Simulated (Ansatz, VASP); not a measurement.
## CuO in VASP and in Ansatz

Contents of INCAR:

```
PREC     = Accurate       # precision mode
ENCUT    = 520            # plane-wave cutoff, eV
EDIFF    = 1E-6           # SCF threshold, eV
ISMEAR   = 0              # smearing method
SIGMA    = 0.05           # smearing width, eV
LREAL    = False          # projectors in reciprocal space
LASPH    = True           # aspherical terms in the spheres
NELM     = 80             # most SCF steps
ALGO     = Normal         # electronic algorithm
ISIF     = 2              # what is computed and relaxed
LWAVE    = False          # write WAVECAR
LCHARG   = False          # write CHGCAR
GGA      = PS             # functional
NBANDS   = 25             # bands
```

KPOINTS

```
Automatic mesh
0
Gamma
  7 7 4
```

POSCAR

```
CuO
1.0
    2.8795009639      0.0000000000      0.0000000000
    0.0390727580      2.8792794796      0.0000000000
    0.0174953863      0.0172449008      5.1763391994
Cu O
2 2
Direct
    0.5000000000      0.0000000000      0.5000000000
    0.0000000000      0.5000000000      0.0000000000
    0.0015760300      0.9983282200      0.2501129000
    0.9984239700      0.0016717800      0.7498871000
```

Input for Ansatz:

```yaml
crystal:
  lattice:
    - [2.8795009639, 0.0, 0.0]
    - [0.039072758, 2.8792794796, 0.0]
    - [0.0174953863, 0.0172449008, 5.1763391994]
  atoms:
    - { symbol: Cu, position: [0.5, 0.0, 0.5] }
    - { symbol: Cu, position: [0.0, 0.5, 0.0] }
    - { symbol: O, position: [0.00157603, 0.99832822, 0.2501129] }
    - { symbol: O, position: [0.99842397, 0.00167178, 0.7498871] }
basis:
  ecutwfc: 420
kpoints:
  mp_grid: { grid: [7, 7, 4] }
hamiltonian:
  xc: pbesol
scf:
  occupations: { method: gaussian, width: 0.05 }
output:
  forces: true
  stress: true
  eigenvalues: true
```

Alike in both runs: task single point; functional PBEsol; k mesh 7 × 7 × 4; occupations gaussian, width 0.05 eV; no spin polarisation.

|  | VASP | Ansatz |
| --- | --- | --- |
| version | VASP 6.6.1 | Ansatz 0.2.0 |
| potentials or method | VASP PAW PBE potentials, release 64 (Cu, O), cutoff 520 eV | scalar-relativistic, plane waves, PAW |
| valence electrons in the cell | 34 | 50 |

Ansatz gave:

* gap on the k mesh at the Fermi level (eV): none
* pressure (GPa): -2.0
* traceless stress, the component that is largest in VASP (GPa): -2.58
* rms of the force components (eV/Å): 0.005

**Question.** Which values does VASP return?

**Answer.** gap on the k mesh at the Fermi level (eV): none; pressure (GPa): -1.3; traceless stress, the component that is largest in VASP (GPa): -2.27; rms of the force components (eV/Å): 0.005.

VASP's potentials were made for PBE, not for PBEsol. Atom by atom the forces differ by 0.000 eV/Å (rms over components). A gap of «none» marks a metal or a gap that the smearing closes. With one functional, cell and mesh, what is left measures potentials, basis and numerics. VASP's potentials hold 34 valence electrons a cell and Ansatz's 50, so a difference there can come from the potentials and not from the codes.
